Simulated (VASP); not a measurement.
**AsPt2: relaxation of cell and atoms with PBE**

Crystal: AsPt2.

```
CELL_PARAMETERS angstrom
3.54942 0.00000 0.00000
0.00000 6.95441 0.00000
0.00000 0.00000 4.13706
ATOMIC_POSITIONS crystal
As 0.00000 0.00000 0.00000
As 0.50000 0.50000 0.50000
Pt 0.25152 0.33611 0.00000
Pt 0.74848 0.66389 0.00000
Pt 0.75152 0.16389 0.50000
Pt 0.24848 0.83611 0.50000
```

```json
{"Program": "VASP 6.6.1", "Task": "relaxation of cell and atoms", "Functional": "PBE", "Potentials or basis": "VASP PAW PBE potentials, release 64 (As, Pt)", "Cutoff": "600 eV", "k mesh": "6 × 4 × 4", "Occupations": "gaussian, width 0.1 eV", "Spin": "no spin polarisation", "Dipole correction": "no", "Further INCAR settings": "ALGO = Fast; EDIFF = 1e-06; IBRION = 2; EDIFFG = -0.04; NSW = 90; ISIF = 3"}
```

| Quantity | Value |
| --- | --- |
| Relaxed volume | 17.14 Å³/atom |
| Relaxed cell | a = 3.590 Å, b = 6.986 Å, c = 4.101 Å, α = 90.00°, β = 90.00°, γ = 90.00° |
| Space group after relaxing (to 0.1 Å) | Pnnm (No. 58) |
| Energy gained by relaxing | 0.9 meV/atom |
| Ionic steps | 8 |
| Pressure after relaxing | -0.2 GPa |
| Largest force after relaxing | 0.027 eV/Å |
| Band gap on the k mesh | zero (bands 25 and 26 overlap by 2.29 eV) |

Forces on the atoms (eV/Å):
```
As   0.000  0.000  0.000
As   0.000  0.000  0.000
Pt  -0.019  0.019  0.000
Pt   0.019 -0.019  0.000
Pt  -0.019 -0.019  0.000
Pt   0.019  0.019  0.000
```

Stress tensor (GPa, compression positive):
```
-0.25  0.00  0.00
 0.00 -0.30  0.00
 0.00  0.00 -0.14
```

The path:
| step | energy change (eV) | largest force (eV/Å) | pressure (GPa) | volume (Å³) |
| --- | --- | --- | --- | --- |
| 1 | 0.0000 | 0.0668 | 0.60 | 102.12 |
| 2 | -0.0008 | 0.0491 | -0.92 | 103.07 |
| 3 | -0.0016 | 0.0564 | -0.31 | 102.67 |
| 4 | -0.0037 | 0.0494 | -0.14 | 102.65 |
| 5 | -0.0048 | 0.0460 | 0.02 | 102.62 |
| 6 | -0.0043 | 0.0437 | 0.37 | 102.56 |
| 7 | -0.0050 | 0.0472 | 0.13 | 102.60 |
| 8 | -0.0056 | 0.0268 | -0.23 | 102.84 |

Final structure:
```
As Pt
1.0
     3.58973    0.00000    0.00000
     0.00000    6.98598    0.00000
     0.00000    0.00000    4.10102
As Pt
2 4
Direct
  0.00000 0.00000 0.00000
  0.50000 0.50000 0.50000
  0.24673 0.33553 0.00000
  0.75327 0.66447 0.00000
  0.74673 0.16447 0.50000
  0.25327 0.83553 0.50000
```

Levels at points of the mesh, in eV from the Fermi level:
| k point | band 21 | band 22 | band 23 | band 24 | band 25 | band 26 | band 27 | band 28 |
| --- | --- | --- | --- | --- | --- | --- | --- | --- |
| (0.00, 0.00, 0.00) | -2.34 | -1.54 | -1.26 | -1.00 | 0.59 | 0.87 | 1.31 | 1.73 |
| (0.50, 0.00, 0.00) | -1.72 | -1.72 | -1.71 | -1.71 | 0.06 | 0.06 | 2.37 | 2.37 |
| (0.00, 0.50, 0.00) | -1.73 | -1.73 | -0.86 | -0.86 | 0.75 | 0.75 | 1.40 | 1.40 |
| (0.50, 0.50, 0.00) | -1.92 | -1.92 | -1.64 | -1.64 | 1.14 | 1.14 | 1.82 | 1.82 |
| (0.00, 0.00, 0.50) | -2.28 | -2.28 | -1.98 | -1.98 | -1.02 | -1.02 | 1.37 | 1.37 |
| (0.50, 0.00, 0.50) | -2.07 | -2.07 | -1.33 | -1.33 | 0.71 | 0.71 | 0.94 | 0.94 |
| (0.00, 0.50, 0.50) | -2.63 | -2.63 | -1.45 | -1.45 | -1.15 | -1.15 | 1.66 | 1.66 |
| (0.50, 0.50, 0.50) | -2.25 | -2.25 | -2.14 | -2.14 | -0.16 | -0.16 | 0.32 | 0.32 |

Run time: 23 min on 1 thread of Oxide Virtual Turin-like Processor, on a shared host, peak memory 0.28 GiB.

Caveat: the k points lie up to 0.38 Å⁻¹ apart in the final cell, too coarse for converged energies and pressures of a metal; spin-orbit coupling is left out, which moves the levels of the heavy elements.
